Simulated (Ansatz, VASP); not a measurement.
## HgTe in VASP and in Ansatz

Contents of INCAR:

```
PREC = Accurate
ENCUT = 520
EDIFF = 1E-6
ISMEAR = -1
SIGMA = 0.05
LREAL = False
LASPH = True
NELM = 100
ALGO = Normal
ISIF = 2
LWAVE = False
LCHARG = True
GGA = PE
LELF = True
LVHAR = True
NBANDS = 16
```

Contents of KPOINTS:

```
Automatic mesh
0
Gamma
  9 9 9
```

The input POSCAR:

```
HgTe
1.0
    0.0000000000      3.2562267275      3.1590300000
    3.2562267275      0.0000000000      3.1590300000
    3.2562267275      3.2562267275      0.0000000000
Hg Te
1 1
Direct
    0.0000000000      0.0000000000      0.0000000000
    0.7500000000      0.7500000000      0.7500000000
```

Input for Ansatz:

```yaml
crystal:
  lattice:
    - [0.0, 3.2562267275, 3.15903]
    - [3.2562267275, 0.0, 3.15903]
    - [3.2562267275, 3.2562267275, 0.0]
  atoms:
    - { symbol: Hg, position: [0.0, 0.0, 0.0] }
    - { symbol: Te, position: [0.75, 0.75, 0.75] }
kpoints:
  mp_grid: { grid: [9, 9, 9] }
scf:
  occupations: { method: fermi_dirac, width: 0.05 }
hamiltonian:
  xc: pbe
  pseudopotentials: { kind: all_electron, lapw: { basis_error: 0.0005 } }
output:
  forces: true
  stress: true
  eigenvalues: true
```

Change from the starting cell: z stretched by -2 % at fixed volume.

Alike in both runs: task single point; functional PBE; k mesh 9 × 9 × 9; occupations fermi-dirac, width 0.05 eV; no spin polarisation.

```csv
,VASP,Ansatz
version,VASP 6.6.1,Ansatz 0.2.0
potentials or method,"VASP PAW PBE potentials, release 64 (Hg, Te), cutoff 520 eV","all-electron LAPW, scalar-relativistic"
```

```tsv
	VASP	Ansatz	Ansatz less VASP
pressure (GPa)	4.1	4.1	-0.07
traceless stress, the component that is largest in VASP (GPa)	0.22	0.22	0.000
```

Ansatz ran all-electron here, and VASP with PAW potentials.

Neither program's run includes spin-orbit coupling.
